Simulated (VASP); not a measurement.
# Ga3O4 (P-43m) in VASP: further runs

The runs below take Ga3O4 through single point, relaxation of cell and atoms, with PBE.

Everything below comes from runs of VASP 6.6.1. Logs are shortened: lines on timing, memory, paths and dates and some standing lists are left out, and cuts for length are marked.

**1. The cell of the first run**

The structure is cubic, space group P-43m (No. 215). The conventional cell has a = 4.572 Å, b = 4.572 Å, c = 4.572 Å, α = 90.00°, β = 90.00°, γ = 90.00°. Ga (site symmetry -42m) has 4 O at 1.94 Å within 2.6 Å. O (site symmetry 3m) has 3 Ga at 1.94 Å within 2.6 Å.

The cell was built from a structure type or drawn by symmetry, and may not be a known phase.

**2. Single point, PBE**

The input, INCAR:

```
SYSTEM = Ga3O4
  PREC = Accurate
  ENCUT = 520
  EDIFF = 1E-6
  ISMEAR = 0
  SIGMA = 0.2
  LREAL = .False.
  LASPH = .True.
  NELM = 80
  ALGO = Normal
  ISIF = 2
  LWAVE = .False.
  LCHARG = .False.
  GGA = PE
  NBANDS = 40
```

The input, KPOINTS:

```
regular mesh
0
Gamma
  4 4 4
  0 0 0
```

The input, POSCAR:

```
Ga3O4
1.0
    4.5721566845      0.0000000000      0.0000000000
    0.0000000000      4.5721566845      0.0000000000
    0.0000000000      0.0000000000      4.5721566845
Ga O
3 4
Direct
    0.0000000000      0.0000000000      0.5000000000
    0.5000000000      0.0000000000      0.0000000000
    0.0000000000      0.5000000000      0.0000000000
    0.7673435285      0.7673435285      0.7673435285
    0.2326564715      0.2326564715      0.7673435285
    0.2326564715      0.7673435285      0.2326564715
    0.7673435285      0.2326564715      0.2326564715
```

Potentials or basis: VASP PAW PBE potentials, release 64 (Ga_d, O).

Launch:

```bash
cat potpaw_PBE.64/Ga_d/POTCAR potpaw_PBE.64/O/POTCAR > POTCAR
mpirun -np 1 vasp_std > vasp.out
```

OUTCAR:

```text
SYSTEM = Ga3O4
   PREC = Accurate
   ENCUT = 520
   EDIFF = 1E-6
   ISMEAR = 0
   LREAL = .False.
   LASPH = .True.
   NELM = 80
   ISIF = 2
   GGA = PE

 ion  position               nearest neighbor table
   1  0.000  0.000  0.500-   4 1.94   5 1.94   6 1.94   7 1.94
   2  0.500  0.000  0.000-   4 1.94   5 1.94   6 1.94   7 1.94
   3  0.000  0.500  0.000-   4 1.94   5 1.94   6 1.94   7 1.94
   4  0.767  0.767  0.767-   1 1.94   2 1.94   3 1.94
   5  0.233  0.233  0.767-   1 1.94   2 1.94   3 1.94
   6  0.233  0.767  0.233-   1 1.94   2 1.94   3 1.94
   7  0.767  0.233  0.233-   1 1.94   2 1.94   3 1.94

  LATTYP: Found a simple cubic cell.
 ALAT       =     4.5721566845

  Lattice vectors:

 A1 = (   4.5721566845,   0.0000000000,   0.0000000000)
 A2 = (   0.0000000000,   4.5721566845,   0.0000000000)
 A3 = (   0.0000000000,   0.0000000000,   4.5721566845)

Analysis of symmetry for initial positions (statically):
=====================================================================
 Subroutine PRICEL returns:
 Original cell was already a primitive cell.

 Routine SETGRP: Setting up the symmetry group for a
 simple cubic supercell.

 Subroutine GETGRP returns: Found 24 space group operations
 (whereof 24 operations were pure point group operations)
 out of a pool of 48 trial point group operations.

The static configuration has the point symmetry T_d .

Analysis of symmetry for dynamics (positions and initial velocities):
=====================================================================
 Subroutine PRICEL returns:
 Original cell was already a primitive cell.

 Routine SETGRP: Setting up the symmetry group for a
 simple cubic supercell.

 Subroutine GETGRP returns: Found 24 space group operations
 (whereof 24 operations were pure point group operations)
 out of a pool of 48 trial point group operations.

The dynamic configuration has the point symmetry T_d .

 Subroutine INISYM returns: Found 24 space group operations
 (whereof 24 operations are pure point group operations),
 and found     1 'primitive' translations

----------------------------------------------------------------------------------------

                                     Primitive cell

  volume of cell :      95.5792

  direct lattice vectors                    reciprocal lattice vectors
     4.572156685  0.000000000  0.000000000     0.218715164  0.000000000  0.000000000
     0.000000000  4.572156685  0.000000000     0.000000000  0.218715164  0.000000000
     0.000000000  0.000000000  4.572156685     0.000000000  0.000000000  0.218715164

  length of vectors
     4.572156685  4.572156685  4.572156685     0.218715164  0.218715164  0.218715164

  position of ions in fractional coordinates (direct lattice)
     0.000000000  0.000000000  0.500000000
     0.500000000  0.000000000  0.000000000
     0.000000000  0.500000000  0.000000000
     0.767343528  0.767343528  0.767343528
     0.232656472  0.232656472  0.767343528
     0.232656472  0.767343528  0.232656472
     0.767343528  0.232656472  0.232656472

  ion indices of the primitive-cell ions
   primitive index   ion index
                 1           1
                 2           2
                 3           3
                 4           4
                 5           5
                 6           6
                 7           7

----------------------------------------------------------------------------------------

 KPOINTS: regular mesh

Automatic generation of k-mesh.
 Grid dimensions read from file:
 generate k-points for:    4    4    4

 Generating k-lattice:

  Cartesian coordinates                     Fractional coordinates (reciprocal lattice)
     0.054678791  0.000000000  0.000000000     0.250000000  0.000000000  0.000000000
     0.000000000  0.054678791  0.000000000     0.000000000  0.250000000  0.000000000
     0.000000000  0.000000000  0.054678791     0.000000000  0.000000000  0.250000000

  Length of vectors
     0.054678791  0.054678791  0.054678791

  Shift w.r.t. Gamma in fractional coordinates (k-lattice)
     0.000000000  0.000000000  0.000000000

 Subroutine IBZKPT returns following result:
 ===========================================

 Found     10 irreducible k-points:

 Following reciprocal coordinates:
            Coordinates               Weight
  0.000000  0.000000  0.000000      1.000000
  0.250000  0.000000  0.000000      6.000000
  0.500000  0.000000  0.000000      3.000000
  0.250000  0.250000  0.000000     12.000000
  0.500000  0.250000  0.000000     12.000000
  0.500000  0.500000  0.000000      3.000000
  0.250000  0.250000  0.250000      8.000000
  0.500000  0.250000  0.250000     12.000000
  0.500000  0.500000  0.250000      6.000000
  0.500000  0.500000  0.500000      1.000000
   k-points           NKPTS =     10   k-points in BZ     NKDIM =     10   number of bands    NBANDS=     40
   number of dos      NEDOS =    301   number of ions     NIONS =      7
   total plane-waves  NPLWV =  46656
   dimension x,y,z NGX =    36 NGY =   36 NGZ =   36
   dimension x,y,z NGXF=    72 NGYF=   72 NGZF=   72
   ions per type =               3   4
   NGX,Y,Z   is equivalent  to a cutoff of  13.09, 13.09, 13.09 a.u.
   NGXF,Y,Z  is equivalent  to a cutoff of  26.18, 26.18, 26.18 a.u.
 SYSTEM =  Ga3O4
   PREC   = accura    normal or accurate (medium, high low for compatibility)
   ISTART =      0    job   : 0-new  1-cont  2-samecut
   ICHARG =      2    charge: 1-file 2-atom 10-const
   ISPIN  =      1    spin polarized calculation?
   LNONCOLLINEAR =      F non collinear calculations
   LSORBIT =      F    spin-orbit coupling
   LASPH  =      T    aspherical Exc in radial PAW
   ENCUT  =  520.0 eV  38.22 Ry    6.18 a.u.   8.50  8.50  8.50*2*pi/ulx,y,z
   NELM   =     80;   NELMIN=  2; NELMDL= -5     # of ELM steps
   EDIFF  = 0.1E-05   stopping-criterion for ELM
   LREAL  =      F    real-space projection
   EDIFFG = 0.1E-04   stopping-criterion for IOM
   NSW    =      0    number of steps for IOM
   IBRION =     -1    ionic relax: 0-MD 1-quasi-New 2-CG
   NFREE  =      0    steps in history (QN), initial steepest desc. (CG)
   ISIF   =      2    stress and relaxation
   ISYM   =      2    0-nonsym 1-usesym 2-fastsym
   POTIM  = 0.5000    time-step for ionic-motion
   TEBEG  =    0.0;   TEEND  =   0.0 temperature during run
   PSTRESS=    0.0 pullay stress
   NELECT =      63.0000    total number of electrons
   NUPDOWN=      -1.0000    fix difference up-down
   EMIN   =  10.00;   EMAX   =-10.00  energy-range for DOS
   EFERMI =   0.00;   METHOD = LEGACY
   ISMEAR =     0;   SIGMA  =   0.20  broadening in eV -4-tet -1-fermi 0-gaus
   EFERMI_NEDOS =   21; number of points for ismear=-14 and -15
   IALGO  =     38    algorithm
   IMIX   =      4    mixing-type and parameters
     AMIX     =   0.40;   BMIX     =  1.00
     AMIX_MAG =   1.60;   BMIX_MAG =  1.00
  volume/ion in A,a.u.               =      13.65        92.14
  Fermi-wavevector in a.u.,A,eV,Ry     =   1.424734  2.692358 27.618032  2.029868
  Thomas-Fermi vector in A             =   2.545194
   LORBIT       =      0    0 simple, 1 ext, 2 COOP (PROOUT), +10 PAW based schemes
   GGA     = PE    functional components
   LHFCALC =     F    Hartree Fock is set to
   AEXX    =    0.0000 exact exchange contribution
   IVDW    =     0    specifies the selected vdW correction
   LEPSILON=     F    determine dielectric tensor
   LRPA    =     F    only Hartree local field effects (RPA)
 non-spin polarized calculation
 Gauss-broadening in eV      SIGMA  =   0.20
  energy-cutoff  :      520.00
  volume of cell :       95.58
 maximum number of plane-waves:      2612
 NGX is ok and might be reduce to    36
   NGX = 17   NGY = 17   NGZ = 17

 number of electron      63.0000056 magnetization

 Free energy of the ion-electron system (eV)
  ---------------------------------------------------
  ext. energy  EPLUGINS =         0.00000000
  ---------------------------------------------------
  free energy    TOTEN  =       -39.49655779 eV

  energy without entropy =      -39.48074136  energy(sigma->0) =      -39.48864958

 E-fermi :   5.5668     XC(G=0): -10.1862

 val. band max:        5.2101977706   @ k =   0.5000   0.0000   0.0000
 cond. band min:       5.7254388488   @ k =   0.5000   0.2500   0.0000
 fundamental gap:      0.5152410782
 Fermi energy:         5.5667701367

 k-point     1 :       0.0000    0.0000    0.0000
  band No.  band energies     occupation
      1     -16.2532      2.00000
      2     -15.3770      2.00000
      3     -15.3770      2.00000
      4     -15.3770      2.00000
      5     -11.1380      2.00000
      6     -11.1380      2.00000
[... 32 lines left out ...]
     39      13.0995      0.00000
     40      13.4968      0.00000

 k-point     2 :       0.2500    0.0000    0.0000
  band No.  band energies     occupation
      1     -16.1394      2.00000
      2     -15.4826      2.00000
      3     -15.3779      2.00000
      4     -15.3779      2.00000
      5     -11.1291      2.00000
      6     -11.1291      2.00000
[... 32 lines left out ...]
     39      12.7311      0.00000
     40      13.3673      0.00000

 k-point     3 :       0.5000    0.0000    0.0000
  band No.  band energies     occupation
      1     -15.9566      2.00000
      2     -15.6577      2.00000
      3     -15.3789      2.00000
      4     -15.3789      2.00000
      5     -11.1037      2.00000
      6     -11.1037      2.00000
[... 32 lines left out ...]
     39      12.0164      0.00000
     40      12.0419      0.00000

 k-point     4 :       0.2500    0.2500    0.0000
  band No.  band energies     occupation
      1     -16.0377      2.00000
      2     -15.4844      2.00000
      3     -15.4573      2.00000
      4     -15.3894      2.00000
      5     -11.1345      2.00000
      6     -11.1343      2.00000
[... 32 lines left out ...]
     39      12.2560      0.00000
     40      12.4740      0.00000

 k-point     5 :       0.5000    0.2500    0.0000
  band No.  band energies     occupation
      1     -15.8714      2.00000
      2     -15.6296      2.00000
      3     -15.4523      2.00000
      4     -15.4054      2.00000
      5     -11.1385      2.00000
      6     -11.1258      2.00000
[... 32 lines left out ...]
     39      11.6608      0.00000
     40      11.8622      0.00000

 k-point     6 :       0.5000    0.5000    0.0000
  band No.  band energies     occupation
      1     -15.7193      2.00000
      2     -15.5925      2.00000
      3     -15.5925      2.00000
      4     -15.4409      2.00000
      5     -11.1409      2.00000
      6     -11.1409      2.00000
[... 32 lines left out ...]
     39      11.3949      0.00000
     40      11.7410      0.00000

 k-point     7 :       0.2500    0.2500    0.2500
  band No.  band energies     occupation
      1     -15.9488      2.00000
      2     -15.4831      2.00000
      3     -15.4831      2.00000
      4     -15.4415      2.00000
      5     -11.1458      2.00000
      6     -11.1458      2.00000
[... 32 lines left out ...]
     39      12.0068      0.00000
     40      12.0068      0.00000

 k-point     8 :       0.5000    0.2500    0.2500
  band No.  band energies     occupation
      1     -15.8019      2.00000
      2     -15.6117      2.00000
      3     -15.4818      2.00000
      4     -15.4488      2.00000
      5     -11.1587      2.00000
      6     -11.1422      2.00000
[... 32 lines left out ...]
     39      11.6915      0.00000
     40      12.0522      0.00000

 k-point     9 :       0.5000    0.5000    0.2500
  band No.  band energies     occupation
      1     -15.6746      2.00000
      2     -15.5892      2.00000
      3     -15.5892      2.00000
      4     -15.4766      2.00000
      5     -11.1574      2.00000
      6     -11.1574      2.00000
[... 32 lines left out ...]
     39      12.3395      0.00000
     40      12.3420      0.00000

 k-point    10 :       0.5000    0.5000    0.5000
  band No.  band energies     occupation
      1     -15.5858      2.00000
      2     -15.5858      2.00000
      3     -15.5858      2.00000
      4     -15.5561      2.00000
      5     -11.1702      2.00000
      6     -11.1702      2.00000
[... 32 lines left out ...]
     39      11.6633      0.00000
     40      12.8542      0.00000

------------------------ aborting loop because EDIFF is reached ----------------------------------------

  FORCE on cell =-STRESS in cart. coord.  units (eV):
  Direction    XX          YY          ZZ          XY          YZ          ZX
  --------------------------------------------------------------------------------------
  -------------------------------------------------------------------------------------
  Total        0.2065583      0.2065583      0.2065583      0.0000000      0.0000000     -0.0000000
  in kB        3.4625007      3.4625007      3.4625007      0.0000000      0.0000000     -0.0000000
  external PRESSURE =       3.4625007 kB  Pullay stress =       0.0000000 kB

 VOLUME and BASIS-vectors are now :
 -----------------------------------------------------------------------------
  energy-cutoff  :      520.00
  volume of cell :       95.58
      direct lattice vectors                 reciprocal lattice vectors
     4.572156685  0.000000000  0.000000000     0.218715164  0.000000000  0.000000000
     0.000000000  4.572156685  0.000000000     0.000000000  0.218715164  0.000000000
     0.000000000  0.000000000  4.572156685     0.000000000  0.000000000  0.218715164

 POSITION                                       TOTAL-FORCE (eV/Angst)
 -----------------------------------------------------------------------------------
      0.00000      0.00000      2.28608         0.000000     -0.000000     -0.000000
      2.28608      0.00000      0.00000         0.000000      0.000000     -0.000000
      0.00000      2.28608      0.00000         0.000000      0.000000     -0.000000
      3.50841      3.50841      3.50841        -0.014772     -0.014772     -0.014772
      1.06374      1.06374      3.50841         0.014772      0.014772     -0.014772
      1.06374      3.50841      1.06374         0.014772     -0.014772      0.014772
      3.50841      1.06374      1.06374        -0.014772      0.014772      0.014772
 -----------------------------------------------------------------------------------
    total drift:                                0.000000      0.000000      0.000000

  FREE ENERGIE OF THE ION-ELECTRON SYSTEM (eV)
  ---------------------------------------------------
  free  energy   TOTEN  =       -39.4965577939 eV

  energy  without entropy=      -39.4807413589  energy(sigma->0) =      -39.48864958
```

It took 23 s on 1 thread of Intel Xeon 6975P-C (Granite Rapids), shared host; peak memory 0.2 GiB.

What came out:

| Item | Value |
| --- | --- |
| Free energy | -39.4966 eV |
| Pressure | 0.3 GPa |
| Largest force | 0.026 eV/Å |
| Band gap on the k mesh | zero (an odd number of electrons rules out a gap without spin polarisation) |

Forces in eV/Å, atoms in the order of the input:
```
Ga   0.000  0.000  0.000
Ga   0.000  0.000  0.000
Ga   0.000  0.000  0.000
O   -0.015 -0.015 -0.015
O    0.015  0.015 -0.015
O    0.015 -0.015  0.015
O   -0.015  0.015  0.015
```

Caveat: an odd number of electrons without spin polarisation forces a metal; a magnetic or distorted state may lie lower.

[end of part 1 of 2]
